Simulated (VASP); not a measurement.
## Ge: relaxation of cell and atoms with PBE

The system is Ge.

```xyz
2
Lattice="0.0000 2.8828 2.8828 2.8828 0.0000 2.8828 2.8828 2.8828 0.0000" Properties=species:S:1:pos:R:3 pbc="T T T"
Ge    5.7656    5.7656    5.7656
Ge    1.4414    1.4414    1.4414
```

* Program: VASP 6.6.1
* Task: relaxation of cell and atoms
* Functional: PBE
* Potentials or basis: VASP PAW PBE potentials, release 64 (Ge_d)
* Cutoff: 600 eV
* k mesh: 6 × 6 × 6
* Occupations: fermi-dirac, width 0.05 eV
* Spin: no spin polarisation
* Dipole correction: no
* Further INCAR settings: ALGO = Normal; EDIFF = 1e-06; IBRION = 2; EDIFFG = -0.03; NSW = 60; ISIF = 3

- Pressure after relaxing: 0.0 GPa
- Band gap on the k mesh: zero (filled and empty bands touch)

Final structure:
```
Ge
1.0
     0.00000    2.88278    2.88278
     2.88278    0.00000    2.88278
     2.88278    2.88278    0.00000
Ge
2
Direct
  0.00000 0.00000 0.00000
  0.25000 0.25000 0.25000
```

Levels at points of the mesh, in eV from the Fermi level:
| k point | band 12 | band 13 | band 14 | band 15 | band 16 | band 17 |
| --- | --- | --- | --- | --- | --- | --- |
| (0.00, 0.00, 0.00) | -0.43 | 0.04 | 0.04 | 0.04 | 2.56 | 2.56 |
| (0.50, 0.00, 0.00) | -7.31 | -1.28 | -1.28 | 0.05 | 3.75 | 3.75 |
| (0.50, 0.50, 0.00) | -8.64 | -2.85 | -2.85 | 0.86 | 0.86 | 9.09 |

It took 8.8 s on 1 thread of Intel(R) Xeon(R) 6975P-C (Granite Rapids), on a shared host, peak memory 0.19 GiB.

Caveat: the relaxation stopped at its first step, so nothing moved.
